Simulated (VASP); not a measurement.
# ClF2 (P3_121) in VASP: single point with r2SCAN

Aim: the single point of ClF2 with r2SCAN.

Everything below comes from runs of VASP 6.6.1. Logs are shortened: lines on timing, memory, paths and dates and some standing lists are left out, and cuts for length are marked.

## Step 1: The cell of the first run

It takes space group P3_121 (No. 152, trigonal). Conventional cell: a = 4.839 Å, b = 4.839 Å, c = 7.127 Å, α = 90.00°, β = 90.00°, γ = 120.00°. F (site symmetry 1) has 1 Cl at 1.73 Å within 2.3 Å. Within 2.3 Å of Cl (site symmetry 2) lie 2 F at 1.73 Å.

## Step 2: Single point, r2SCAN

POSCAR

```
ClF2
1.0
    2.4196533087      4.1909624674      0.0000000000
   -2.4196533087      4.1909624674      0.0000000000
    0.0000000000      0.0000000000      7.1267111876
F Cl
6 3
Direct
    0.3268343220      1.0674665557      0.2623472537
    0.6056991224      0.3268343220      0.5956805871
    1.0674665557      0.6056991224      0.9290139204
    0.3943008776     -0.0674665557      0.7376527463
   -0.0674665557      0.6731656780      0.4043194129
    0.6731656780      0.3943008776      0.0709860796
    0.1337097709      0.8662902291      0.3333333333
    0.0000000000      0.1337097709      0.6666666667
    0.8662902291      0.0000000000      1.0000000000
```

INCAR.step1

```
PREC     = Accurate       # precision mode
ENCUT    = 520            # plane-wave cutoff, eV
ISMEAR   = 0              # smearing method
SIGMA    = 0.0514         # smearing width, eV
LREAL    = F              # projectors in reciprocal space
LASPH    = T              # aspherical terms in the spheres
NELM     = 80             # most SCF steps
NBANDS   = 42             # bands
GGA      = PE             # functional
ALGO     = Normal         # electronic algorithm
EDIFF    = 1E-4           # SCF threshold, eV
LWAVE    = T              # write WAVECAR
LCHARG   = F              # write CHGCAR
```

INCAR.step2

```
PREC     = Accurate       # precision mode
ENCUT    = 520            # plane-wave cutoff, eV
EDIFF    = 1E-7           # SCF threshold, eV
ISMEAR   = 0              # smearing method
SIGMA    = 0.0514         # smearing width, eV
LREAL    = F              # projectors in reciprocal space
LASPH    = T              # aspherical terms in the spheres
NELM     = 80             # most SCF steps
ALGO     = Normal         # electronic algorithm
ISIF     = 2              # what is computed and relaxed
LWAVE    = F              # write WAVECAR
LCHARG   = F              # write CHGCAR
METAGGA  = R2SCAN         # meta-GGA
LMIXTAU  = T            
NBANDS   = 42             # bands
ISTART   = 1
```

KPOINTS

```
regular mesh
0
Gamma
  6 6 4
```

Potentials or basis: VASP PAW PBE potentials, release 64 (F, Cl).

Launch:

```sh
$ cat potpaw_PBE.64/F/POTCAR potpaw_PBE.64/Cl/POTCAR > POTCAR
$ cp INCAR.step1 INCAR
$ mpirun -np 1 vasp_std > vasp.out
$ cp INCAR.step2 INCAR
$ mpirun -np 1 vasp_std > vasp.out
```

OUTCAR:

```text
PREC = Accurate
   ENCUT = 520
   EDIFF = 1E-7
   ISMEAR = 0
   LREAL = F
   LASPH = T
   NELM = 80
   ISIF = 2
   METAGGA = R2SCAN
   ISTART = 1

 ion  position               nearest neighbor table
   1  0.327  0.067  0.262-   7 1.73
   2  0.606  0.327  0.596-   8 1.73
   3  0.067  0.606  0.929-   9 1.73
   4  0.394  0.933  0.738-   8 1.73
   5  0.933  0.673  0.404-   7 1.73
   6  0.673  0.394  0.071-   9 1.73
   7  0.134  0.866  0.333-   1 1.73   5 1.73   9 2.63   8 2.63
   8  0.000  0.134  0.667-   2 1.73   4 1.73   9 2.63   7 2.63
   9  0.866  0.000  0.000-   6 1.73   3 1.73   7 2.63   8 2.63

  LATTYP: Found a hexagonal cell.
 ALAT       =     4.8393066174
 C/A-ratio  =     1.4726719654

  Lattice vectors:

 A1 = (   2.4196533087,  -4.1909624674,   0.0000000000)
 A2 = (   2.4196533087,   4.1909624674,   0.0000000000)
 A3 = (   0.0000000000,   0.0000000000,   7.1267111876)

Analysis of symmetry for initial positions (statically):
=====================================================================
 Subroutine PRICEL returns:
 Original cell was already a primitive cell.

 Routine SETGRP: Setting up the symmetry group for a
 hexagonal supercell.

 Subroutine GETGRP returns: Found  6 space group operations
 (whereof  2 operations were pure point group operations)
 out of a pool of 24 trial point group operations.

The static configuration has the point symmetry C_2 .
 The point group associated with its full space group is D_3 .

Analysis of symmetry for dynamics (positions and initial velocities):
=====================================================================
 Subroutine PRICEL returns:
 Original cell was already a primitive cell.

 Routine SETGRP: Setting up the symmetry group for a
 hexagonal supercell.

 Subroutine GETGRP returns: Found  6 space group operations
 (whereof  2 operations were pure point group operations)
 out of a pool of 24 trial point group operations.

The dynamic configuration has the point symmetry C_2 .
 The point group associated with its full space group is D_3 .

 Subroutine INISYM returns: Found  6 space group operations
 (whereof  2 operations are pure point group operations),
 and found     1 'primitive' translations

----------------------------------------------------------------------------------------

                                     Primitive cell

  volume of cell :     144.5393

  direct lattice vectors                    reciprocal lattice vectors
     2.419653309  4.190962467  0.000000000     0.206641174  0.119304337  0.000000000
    -2.419653309  4.190962467  0.000000000    -0.206641174  0.119304337  0.000000000
     0.000000000  0.000000000  7.126711188     0.000000000  0.000000000  0.140317178

  length of vectors
     4.839306617  4.839306617  7.126711188     0.238608675  0.238608675  0.140317178

  position of ions in fractional coordinates (direct lattice)
     0.326834322  0.067466556  0.262347254
     0.605699122  0.326834322  0.595680587
     0.067466556  0.605699122  0.929013920
     0.394300878  0.932533444  0.737652746
     0.932533444  0.673165678  0.404319413
     0.673165678  0.394300878  0.070986080
     0.133709771  0.866290229  0.333333333
     0.000000000  0.133709771  0.666666667
     0.866290229  0.000000000  0.000000000

  ion indices of the primitive-cell ions
   primitive index   ion index
                 1           1
                 2           2
                 3           3
                 4           4
                 5           5
                 6           6
                 7           7
                 8           8
                 9           9

----------------------------------------------------------------------------------------

 KPOINTS: regular mesh

Automatic generation of k-mesh.
 Grid dimensions read from file:
 generate k-points for:    6    6    4

 Generating k-lattice:

  Cartesian coordinates                     Fractional coordinates (reciprocal lattice)
     0.034440196  0.019884056  0.000000000     0.166666667  0.000000000  0.000000000
    -0.034440196  0.019884056  0.000000000     0.000000000  0.166666667  0.000000000
     0.000000000  0.000000000  0.035079294     0.000000000  0.000000000  0.250000000

  Length of vectors
     0.039768112  0.039768112  0.035079294

  Shift w.r.t. Gamma in fractional coordinates (k-lattice)
     0.000000000  0.000000000  0.000000000

 Subroutine IBZKPT returns following result:
 ===========================================

 Found     24 irreducible k-points:

 Following reciprocal coordinates:
            Coordinates               Weight
  0.000000  0.000000  0.000000      1.000000
  0.166667  0.000000  0.000000      6.000000
  0.333333 -0.000000  0.000000      6.000000
  0.500000  0.000000  0.000000      3.000000
  0.333333  0.166667  0.000000      6.000000
  0.500000  0.166667  0.000000     12.000000
[... 16 lines left out ...]
  0.500000  0.166667  0.500000     12.000000
 -0.333333  0.333333  0.500000      2.000000
   k-points           NKPTS =     24   k-points in BZ     NKDIM =     24   number of bands    NBANDS=     42
   number of dos      NEDOS =    301   number of ions     NIONS =      9
   total plane-waves  NPLWV =  69984
   dimension x,y,z NGX =    36 NGY =   36 NGZ =   54
   dimension x,y,z NGXF=    72 NGYF=   72 NGZF=  108
   ions per type =               6   3
   NGX,Y,Z   is equivalent  to a cutoff of  12.37, 12.37, 12.60 a.u.
   NGXF,Y,Z  is equivalent  to a cutoff of  24.73, 24.73, 25.19 a.u.
 SYSTEM =  unknown system
   PREC   = accura    normal or accurate (medium, high low for compatibility)
   ISTART =      1    job   : 0-new  1-cont  2-samecut
   ICHARG =      0    charge: 1-file 2-atom 10-const
   ISPIN  =      1    spin polarized calculation?
   LNONCOLLINEAR =      F non collinear calculations
   LSORBIT =      F    spin-orbit coupling
   LASPH  =      T    aspherical Exc in radial PAW
   ENCUT  =  520.0 eV  38.22 Ry    6.18 a.u.   9.00  9.00 13.25*2*pi/ulx,y,z
   NELM   =     80;   NELMIN=  2; NELMDL=  0     # of ELM steps
   EDIFF  = 0.1E-06   stopping-criterion for ELM
   LREAL  =      F    real-space projection
   EDIFFG = 0.1E-05   stopping-criterion for IOM
   NSW    =      0    number of steps for IOM
   IBRION =     -1    ionic relax: 0-MD 1-quasi-New 2-CG
   NFREE  =      0    steps in history (QN), initial steepest desc. (CG)
   ISIF   =      2    stress and relaxation
   ISYM   =      2    0-nonsym 1-usesym 2-fastsym
   POTIM  = 0.5000    time-step for ionic-motion
   TEBEG  =    0.0;   TEEND  =   0.0 temperature during run
   PSTRESS=    0.0 pullay stress
   NELECT =      63.0000    total number of electrons
   NUPDOWN=      -1.0000    fix difference up-down
   EMIN   =  10.00;   EMAX   =-10.00  energy-range for DOS
   EFERMI =   0.00;   METHOD = LEGACY
   ISMEAR =     0;   SIGMA  =   0.05  broadening in eV -4-tet -1-fermi 0-gaus
   EFERMI_NEDOS =   21; number of points for ismear=-14 and -15
   IALGO  =     38    algorithm
   IMIX   =      4    mixing-type and parameters
     AMIX     =   0.40;   BMIX     =  1.00
     AMIX_MAG =   1.60;   BMIX_MAG =  1.00
  volume/ion in A,a.u.               =      16.06       108.38
  Fermi-wavevector in a.u.,A,eV,Ry     =   1.241251  2.345625 20.962556  1.540704
  Thomas-Fermi vector in A             =   2.375657
   LORBIT       =      0    0 simple, 1 ext, 2 COOP (PROOUT), +10 PAW based schemes
   METAGGA = R2SCAN    functional components
   LHFCALC =     F    Hartree Fock is set to
   AEXX    =    0.0000 exact exchange contribution
   IVDW    =     0    specifies the selected vdW correction
   LEPSILON=     F    determine dielectric tensor
   LRPA    =     F    only Hartree local field effects (RPA)
 non-spin polarized calculation
 Gauss-broadening in eV      SIGMA  =   0.05
  energy-cutoff  :      520.00
  volume of cell :      144.54
 maximum number of plane-waves:      3924
   NGX = 17   NGY = 17   NGZ = 27

 number of electron      62.9999997 magnetization

 Free energy of the ion-electron system (eV)
  ---------------------------------------------------
  ext. energy  EPLUGINS =         0.00000000
  ---------------------------------------------------
  free energy    TOTEN  =       -40.46272595 eV

  energy without entropy =      -40.45917301  energy(sigma->0) =      -40.46094948

 E-fermi :  -1.6053     XC(G=0):  -9.0783

 val. band max:       -1.6624850469   @ k =   0.1667   0.0000   0.0000
 cond. band min:      -1.5949341858   @ k =   0.3333  -0.0000   0.2500
 fundamental gap:      0.0675508611
 Fermi energy:        -1.6052720886

 k-point     1 :       0.0000    0.0000    0.0000
  band No.  band energies     occupation
      1     -25.7816      2.00000
      2     -25.4892      2.00000
      3     -25.4892      2.00000
      4     -24.8984      2.00000
      5     -24.8984      2.00000
      6     -24.8268      2.00000
[... 34 lines left out ...]
     41      11.6897      0.00000
     42      11.6897      0.00000

 k-point     2 :       0.1667    0.0000    0.0000
  band No.  band energies     occupation
      1     -25.7439      2.00000
      2     -25.4776      2.00000
      3     -25.4668      2.00000
      4     -24.9322      2.00000
      5     -24.9163      2.00000
      6     -24.8541      2.00000
[... 34 lines left out ...]
     41      11.4484      0.00000
     42      11.7175      0.00000

 k-point     3 :       0.3333   -0.0000    0.0000
  band No.  band energies     occupation
      1     -25.6553      2.00000
      2     -25.4562      2.00000
      3     -25.4120      2.00000
      4     -25.0158      2.00000
      5     -24.9515      2.00000
      6     -24.9150      2.00000
[... 34 lines left out ...]
     41      10.9473      0.00000
     42      11.4559      0.00000

 k-point     4 :       0.5000    0.0000    0.0000
  band No.  band energies     occupation
      1     -25.5992      2.00000
      2     -25.4494      2.00000
      3     -25.3747      2.00000
      4     -25.0718      2.00000
      5     -24.9619      2.00000
      6     -24.9572      2.00000
[... 844 lines left out ...]
     41      10.9817      0.00000
     42      11.2392      0.00000

 k-point    23 :       0.5000    0.1667    0.5000
  band No.  band energies     occupation
      1     -25.5482      2.00000
      2     -25.5245      2.00000
      3     -25.3569      2.00000
      4     -25.0454      2.00000
      5     -24.9784      2.00000
      6     -24.9604      2.00000
[... 34 lines left out ...]
     41      10.9779      0.00000
     42      11.3678      0.00000

 k-point    24 :      -0.3333    0.3333    0.5000
  band No.  band energies     occupation
      1     -25.5111      2.00000
      2     -25.5111      2.00000
      3     -25.3585      2.00000
      4     -25.0388      2.00000
      5     -24.9991      2.00000
      6     -24.9991      2.00000
[... 34 lines left out ...]
     41      10.8755      0.00000
     42      10.8755      0.00000

------------------------ aborting loop because EDIFF is reached ----------------------------------------

  FORCE on cell =-STRESS in cart. coord.  units (eV):
  Direction    XX          YY          ZZ          XY          YZ          ZX
  --------------------------------------------------------------------------------------
  -------------------------------------------------------------------------------------
  Total       -0.2269095     -0.2269095     -0.1572271      0.0000000      0.0000000      0.0000000
  in kB       -2.5152271     -2.5152271     -1.7428178      0.0000000      0.0000000      0.0000000
  external PRESSURE =      -2.2577573 kB  Pullay stress =       0.0000000 kB

 VOLUME and BASIS-vectors are now :
 -----------------------------------------------------------------------------
  energy-cutoff  :      520.00
  volume of cell :      144.54
      direct lattice vectors                 reciprocal lattice vectors
     2.419653309  4.190962467  0.000000000     0.206641174  0.119304337  0.000000000
    -2.419653309  4.190962467  0.000000000    -0.206641174  0.119304337  0.000000000
     0.000000000  0.000000000  7.126711188     0.000000000  0.000000000  0.140317178

 POSITION                                       TOTAL-FORCE (eV/Angst)
 -----------------------------------------------------------------------------------
      0.62758      1.65250      1.86967         0.000686      0.028327     -0.009255
      0.67476      3.90821      4.24524        -0.024874     -0.013570     -0.009255
     -1.30234      2.82121      6.62081         0.024189     -0.014757     -0.009255
     -1.30234      5.56071      5.25704         0.024189      0.014757      0.009255
      0.62758      6.72942      2.88147         0.000686     -0.028327      0.009255
      0.67476      4.47371      0.50590        -0.024874      0.013570      0.009255
     -1.77259      4.19096      2.37557         0.026144      0.000000     -0.000000
     -0.32353      0.56037      4.75114        -0.013072      0.022641     -0.000000
      2.09612      3.63059      0.00000        -0.013072     -0.022641     -0.000000
 -----------------------------------------------------------------------------------
    total drift:                                0.000003     -0.000000      0.000000

  FREE ENERGIE OF THE ION-ELECTRON SYSTEM (eV)
  ---------------------------------------------------
  free  energy   TOTEN  =       -40.4627259514 eV

  energy  without entropy=      -40.4591730079  energy(sigma->0) =      -40.46094948
```

Run time: 6 min. Hardware: 1 thread of AMD EPYC 9R45 (Zen 5), shared host; peak memory 0.29 GiB.

What came out:

- Free energy: -40.4627 eV
- Pressure: -0.2 GPa
- Largest force: 0.030 eV/Å
- Band gap on the k mesh: zero (an odd number of electrons rules out a gap without spin polarisation)

Forces in eV/Å, atoms in the order of the input:
```
F    0.001  0.028 -0.009
F   -0.025 -0.014 -0.009
F    0.024 -0.015 -0.009
F    0.024  0.015  0.009
F    0.001 -0.028  0.009
F   -0.025  0.014  0.009
Cl   0.026  0.000  0.000
Cl  -0.013  0.023  0.000
Cl  -0.013 -0.023  0.000
```

Stress tensor (GPa, compression positive):
```
-0.25  0.00  0.00
 0.00 -0.25  0.00
 0.00  0.00 -0.17
```

Caveat: the PAW data sets were made with another functional, which shifts forces and pressure a little; an odd number of electrons without spin polarisation forces a metal; a magnetic or distorted state may lie lower.

The gap in the log of VASP goes by the Fermi energy; the results here count the filled bands.